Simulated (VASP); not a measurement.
# KPt (P-6m2) in VASP: phonons with PBE+D3(BJ)

Aim: the phonons of KPt with PBE+D3(BJ).

All numbers are computed with VASP 6.6.1; they aren't measurements. Logs are shortened: lines on timing, memory, paths and dates and some standing lists are left out, and cuts for length are marked.

## Step 1: The cell of the first run

The structure is hexagonal, space group P-6m2 (No. 187). Conventional cell: a = 3.001 Å, b = 3.001 Å, c = 5.346 Å, α = 90.00°, β = 90.00°, γ = 120.00°. K (site symmetry -6m2) has 6 K at 3.00 Å and 6 Pt at 3.19 Å within 4.0 Å. Within 4.0 Å of Pt (site symmetry -6m2) lie 6 Pt at 3.00 Å and 6 K at 3.19 Å.

## Step 2: Phonons, PBE+D3(BJ)

Contents of INCAR:

```
  PREC = Accurate
  ENCUT = 520
  EDIFF = 1E-8
  ISMEAR = 1
  SIGMA = 0.02
  LREAL = F
  LASPH = T
  NELM = 80
  ALGO = Normal
  ISIF = 2
  LWAVE = F
  LCHARG = F
  GGA = PE
  IVDW = 12
  IBRION = 6
  NFREE = 2
  POTIM = 0.015
  NSW = 1
```

Contents of KPOINTS:

```
regular mesh
0
Gamma
  12 12 6
```

Contents of POSCAR:

```
KPt
1.0
    3.0008472800      0.0000000000      0.0000000000
   -1.5004236400      2.5988099800      0.0000000000
    0.0000000000      0.0000000000      5.3455780000
K Pt
1 1
Direct
    0.3333333333      0.6666666667      0.5000000000
    0.0000000000      0.0000000000      0.0000000000
```

Potentials or basis: VASP PAW PBE potentials, release 64 (K_sv, Pt).

Started as:

```
$ cat potpaw_PBE.64/K_sv/POTCAR potpaw_PBE.64/Pt/POTCAR > POTCAR
$ mpirun -np 1 vasp_std > vasp.out
```

OUTCAR:

```text
PREC = Accurate
   ENCUT = 520
   EDIFF = 1E-8
   ISMEAR = 1
   LREAL = F
   LASPH = T
   NELM = 80
   ISIF = 2
   GGA = PE
   IVDW = 12
   IBRION = 6
   NFREE = 2
   POTIM = 0.015
   NSW = 1
 IVDW          = 12

 ion  position               nearest neighbor table
   1  0.333  0.667  0.500-   2 3.19   2 3.19   2 3.19   2 3.19   2 3.19   2 3.19
   2  0.000  0.000  0.000-   1 3.19   1 3.19   1 3.19   1 3.19   1 3.19   1 3.19

  LATTYP: Found a hexagonal cell.
 ALAT       =     3.0008472800
 C/A-ratio  =     1.7813562308

  Lattice vectors:

 A1 = (   3.0008472800,   0.0000000000,   0.0000000000)
 A2 = (  -1.5004236400,   2.5988099800,   0.0000000000)
 A3 = (   0.0000000000,   0.0000000000,   5.3455780000)

Analysis of symmetry for initial positions (statically):
=====================================================================
 Subroutine PRICEL returns:
 Original cell was already a primitive cell.

 Routine SETGRP: Setting up the symmetry group for a
 hexagonal supercell.

 Subroutine GETGRP returns: Found 12 space group operations
 (whereof 12 operations were pure point group operations)
 out of a pool of 24 trial point group operations.

The static configuration has the point symmetry D_3h.

Analysis of symmetry for dynamics (positions and initial velocities):
=====================================================================
 Subroutine PRICEL returns:
 Original cell was already a primitive cell.

 Routine SETGRP: Setting up the symmetry group for a
 hexagonal supercell.

 Subroutine GETGRP returns: Found 12 space group operations
 (whereof 12 operations were pure point group operations)
 out of a pool of 24 trial point group operations.

The dynamic configuration has the point symmetry D_3h.

 Subroutine INISYM returns: Found 12 space group operations
 (whereof 12 operations are pure point group operations),
 and found     1 'primitive' translations

----------------------------------------------------------------------------------------

                                     Primitive cell

  volume of cell :      41.6882

  direct lattice vectors                    reciprocal lattice vectors
     3.000847280  0.000000000  0.000000000     0.333239218  0.192395752  0.000000000
    -1.500423640  2.598809980  0.000000000     0.000000000  0.384791504  0.000000000
     0.000000000  0.000000000  5.345578000     0.000000000  0.000000000  0.187070509

  length of vectors
     3.000847280  3.000847282  5.345578000     0.384791504  0.384791504  0.187070509

  position of ions in fractional coordinates (direct lattice)
     0.333333333  0.666666667  0.500000000
     0.000000000  0.000000000  0.000000000

  ion indices of the primitive-cell ions
   primitive index   ion index
                 1           1
                 2           2

----------------------------------------------------------------------------------------

 KPOINTS: regular mesh

Automatic generation of k-mesh.
 Grid dimensions read from file:
 generate k-points for:   12   12    6

 Generating k-lattice:

  Cartesian coordinates                     Fractional coordinates (reciprocal lattice)
     0.027769935  0.016032979  0.000000000     0.083333333 -0.000000000  0.000000000
     0.000000000  0.032065959  0.000000000     0.000000000  0.083333333  0.000000000
     0.000000000  0.000000000  0.031178418     0.000000000  0.000000000  0.166666667

  Length of vectors
     0.032065959  0.032065959  0.031178418

  Shift w.r.t. Gamma in fractional coordinates (k-lattice)
     0.000000000  0.000000000  0.000000000

 Subroutine IBZKPT returns following result:
 ===========================================

 Found     76 irreducible k-points:

 Following reciprocal coordinates:
            Coordinates               Weight
  0.000000  0.000000  0.000000      1.000000
  0.083333 -0.000000  0.000000      6.000000
  0.166667 -0.000000  0.000000      6.000000
  0.250000 -0.000000  0.000000      6.000000
  0.333333  0.000000  0.000000      6.000000
  0.416667 -0.000000  0.000000      6.000000
[... 16 lines left out ...]
  0.250000 -0.000000  0.166667     12.000000
  0.333333  0.000000  0.166667     12.000000
 [... further k-points ...]
   k-points           NKPTS =     76   k-points in BZ     NKDIM =     76   number of bands    NBANDS=     13
   number of dos      NEDOS =    301   number of ions     NIONS =      2
   total plane-waves  NPLWV =  23040
   dimension x,y,z NGX =    24 NGY =   24 NGZ =   40
   dimension x,y,z NGXF=    48 NGYF=   48 NGZF=   80
   ions per type =               1   1
   NGX,Y,Z   is equivalent  to a cutoff of  13.30, 13.30, 12.44 a.u.
   NGXF,Y,Z  is equivalent  to a cutoff of  26.59, 26.59, 24.88 a.u.
 SYSTEM =  unknown system
   PREC   = accura    normal or accurate (medium, high low for compatibility)
   ISTART =      0    job   : 0-new  1-cont  2-samecut
   ICHARG =      2    charge: 1-file 2-atom 10-const
   ISPIN  =      1    spin polarized calculation?
   LNONCOLLINEAR =      F non collinear calculations
   LSORBIT =      F    spin-orbit coupling
   LASPH  =      T    aspherical Exc in radial PAW
   ENCUT  =  520.0 eV  38.22 Ry    6.18 a.u.   5.58  5.58  9.94*2*pi/ulx,y,z
   NELM   =     80;   NELMIN=  2; NELMDL= -5     # of ELM steps
   EDIFF  = 0.1E-07   stopping-criterion for ELM
   LREAL  =      F    real-space projection
   EDIFFG = 0.1E-06   stopping-criterion for IOM
   NSW    =     61    number of steps for IOM
   IBRION =      6    ionic relax: 0-MD 1-quasi-New 2-CG
   NFREE  =      2    steps in history (QN), initial steepest desc. (CG)
   ISIF   =      2    stress and relaxation
   ISYM   =      2    0-nonsym 1-usesym 2-fastsym
   POTIM  = 0.0150    time-step for ionic-motion
   TEBEG  =    0.0;   TEEND  =   0.0 temperature during run
   PSTRESS=    0.0 pullay stress
   NELECT =      19.0000    total number of electrons
   NUPDOWN=      -1.0000    fix difference up-down
   EMIN   =  10.00;   EMAX   =-10.00  energy-range for DOS
   EFERMI =   0.00;   METHOD = LEGACY
   ISMEAR =     1;   SIGMA  =   0.02  broadening in eV -4-tet -1-fermi 0-gaus
   EFERMI_NEDOS =   21; number of points for ismear=-14 and -15
   IALGO  =     38    algorithm
   IMIX   =      4    mixing-type and parameters
     AMIX     =   0.40;   BMIX     =  1.00
     AMIX_MAG =   1.60;   BMIX_MAG =  1.00
  volume/ion in A,a.u.               =      20.84       140.66
  Fermi-wavevector in a.u.,A,eV,Ry     =   1.259858  2.380787 21.595748  1.587243
  Thomas-Fermi vector in A             =   2.393397
   LORBIT       =      0    0 simple, 1 ext, 2 COOP (PROOUT), +10 PAW based schemes
   GGA     = PE    functional components
   LHFCALC =     F    Hartree Fock is set to
   AEXX    =    0.0000 exact exchange contribution
   IVDW    =    12    specifies the selected vdW correction
   LEPSILON=     F    determine dielectric tensor
   LRPA    =     F    only Hartree local field effects (RPA)
 finite differences with symmetry
 non-spin polarized calculation
 Methfessel and Paxton  Order N= 1 SIGMA  =   0.02
  energy-cutoff  :      520.00
  volume of cell :       41.69
 maximum number of plane-waves:      1147
 NGX is ok and might be reduce to    24
   NGX = 11   NGY = 11   NGZ = 19

--------------------------------------- Ionic step        1  -------------------------------------------

 number of electron      19.0000002 magnetization

 Free energy of the ion-electron system (eV)
  ---------------------------------------------------
  ext. energy  EPLUGINS =         0.00000000
  ---------------------------------------------------
  free energy    TOTEN  =        -6.58507410 eV

  energy without entropy =       -6.58497189  energy(sigma->0) =       -6.58504003

------------------------ aborting loop because EDIFF is reached ----------------------------------------

 Edisp (eV)   -0.93162

 E8    (eV) :    -0.4583
[... 311 lines left out ...]
--------------------------------------- Ionic step        9  -------------------------------------------

 number of electron      19.0000002 magnetization

 Free energy of the ion-electron system (eV)
  ---------------------------------------------------
  ext. energy  EPLUGINS =         0.00000000
  ---------------------------------------------------
  free energy    TOTEN  =        -6.58462577 eV

  energy without entropy =       -6.58452342  energy(sigma->0) =       -6.58459165

 E-fermi :   5.5577     XC(G=0): -10.6160

 val. band max:        5.5571276471   @ k =   0.0833   0.0833   0.5000
 cond. band min:       5.5612176049   @ k =   0.3333   0.0833   0.0000
 fundamental gap:      0.0040899578
 Fermi energy:         5.5576824293

 k-point     1 :       0.0000    0.0000    0.0000
  band No.  band energies     occupation
      1     -26.8378      2.00000
      2     -10.0974      2.00000
      3      -9.2067      2.00000
      4      -9.2067      2.00000
      5      -0.9301      2.00000
      6       2.1757      2.00000
      7       3.1332      2.00000
      8       3.1332      2.00000
      9       4.4845      2.00000
     10       4.4845      2.00000
     11       7.1401      0.00000
     12       7.4539      0.00000
     13      11.1770      0.00000
[... 354 lines left out ...]
  band No.  band energies     occupation
      1     -26.4835      2.00000
      2     -10.9149      2.00000
      3      -9.7467      2.00000
      4      -9.5690      2.00000
      5       1.1675      2.00000
      6       2.5198      2.00000
      7       3.0054      2.00000
      8       3.7071      2.00000
      9       4.1110      2.00000
     10       4.8117      2.00000
     11       7.3862      0.00000
     12       8.4015      0.00000
     13      11.1323      0.00000

 [... further k-points ...]

------------------------ aborting loop because EDIFF is reached ----------------------------------------

 Edisp (eV)   -0.93162

 E8    (eV) :    -0.4583
[... 25 lines left out ...]
  FREE ENERGIE OF THE ION-ELECTRON SYSTEM (eV)
  ---------------------------------------------------
  free  energy   TOTEN  =        -7.5162431595 eV

  energy  without entropy=       -7.5161408052  energy(sigma->0) =       -7.51620904

 INTERNAL STRAIN TENSORS FROM DISPLACED ATOMS
 ============================================

 INTERNAL STRAIN TENSOR FOR ION    1 for displacements in x,y,z  (eV/Angst):
          X           Y           Z          XY          YZ          ZX
  --------------------------------------------------------------------------------
  x     0.00000     0.00000     0.00000     1.23219     0.00000     0.00000
  y     1.23219    -1.23219     0.00000    -0.00000     0.00000     0.00000
  z     0.00000     0.00000     0.00000     0.00000    -0.00000     0.00000

 INTERNAL STRAIN TENSOR FOR ION    2 for displacements in x,y,z  (eV/Angst):
          X           Y           Z          XY          YZ          ZX
  --------------------------------------------------------------------------------
  x     0.00000    -0.00000     0.00000    -1.23192     0.00000     0.00000
  y    -1.23192     1.23192     0.00000     0.00000     0.00000     0.00000
  z     0.00000     0.00000     0.00000     0.00000     0.00000     0.00000

 Eigenvectors and eigenvalues of the dynamical matrix
 ----------------------------------------------------

   1 f  =    5.488076 THz    34.482602 2PiTHz  183.062527 cm-1    22.696850 meV
             X         Y         Z           dx          dy          dz
     -0.000000  1.732540  2.672789    -0.000000    0.000000    0.912733
      0.000000  0.000000  0.000000     0.000000   -0.000000   -0.408557
[... 21 lines left out ...]
   6 f/i=    0.001281 THz     0.008047 2PiTHz    0.042720 cm-1     0.005297 meV
             X         Y         Z           dx          dy          dz
     -0.000000  1.732540  2.672789     0.000000    0.407950    0.000000
      0.000000  0.000000  0.000000    -0.000000    0.913004    0.000000

 ELASTIC MODULI CONTR FROM IONIC RELAXATION (kBar)
 Direction    XX          YY          ZZ          XY          YZ          ZX
 --------------------------------------------------------------------------------
 XX        -137.5997    137.5997      0.0000      0.0000      0.0000      0.0000
 YY         137.5997   -137.5997      0.0000     -0.0000     -0.0000      0.0000
 ZZ           0.0000      0.0000      0.0000      0.0000      0.0000      0.0000
 XY           0.0000     -0.0000      0.0000   -137.5997     -0.0000      0.0000
 YZ           0.0000     -0.0000      0.0000     -0.0000     -0.0000      0.0000
 ZX           0.0000      0.0000      0.0000      0.0000      0.0000      0.0000
 --------------------------------------------------------------------------------
```

Wall time 9.4 min (1 thread of AMD EPYC 9755, shared host); peak memory 0.37 GiB.

Results:

```
Highest phonon frequency at Γ : 183 cm⁻¹
Dispersion energy per atom    : -0.466 eV
```

Phonon frequencies in cm⁻¹ (negative: imaginary):
```
              q point      frequencies
(0.000, 0.000, 0.000)  0 0 0 60 60 183
```

Caveat: the cell stands under pressure or tension, which shifts response properties; three body term missing; spin-orbit coupling is left out, which moves the levels of the heavy elements.
